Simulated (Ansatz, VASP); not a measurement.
# Two plane-wave programs on GaSb3

```
CELL_PARAMETERS angstrom
-3.01957 3.01957 3.01957
3.01957 -3.01957 3.01957
3.01957 3.01957 -3.01957
ATOMIC_POSITIONS crystal
Ga 0.00000 0.00000 0.00000
Sb 0.00000 0.50000 0.50000
Sb 0.50000 0.00000 0.50000
Sb 0.50000 0.50000 0.00000
```

Alike in both runs: task single point; functional PBE; k mesh 8 × 8 × 8; occupations gaussian, width 0.1 eV; non-collinear spin, spin-orbit coupling.

```csv
,VASP,Ansatz
version,VASP 6.6.1,Ansatz 0.2.0
potentials or method,"VASP PAW PBE potentials, release 64 (Ga_d, Sb), cutoff 520 eV","plane waves, PAW"
valence electrons in the cell,28,58
```

|  | VASP | Ansatz | Ansatz less VASP |
| --- | --- | --- | --- |
| pressure (GPa) | 0.2 | 0.2 | -0.03 |
| net moment per atom (μB) | 0.00 | 0.00 | 0.000 |

VASP's potentials hold 28 valence electrons a cell and Ansatz's 58, so a difference there can come from the potentials and not from the codes.
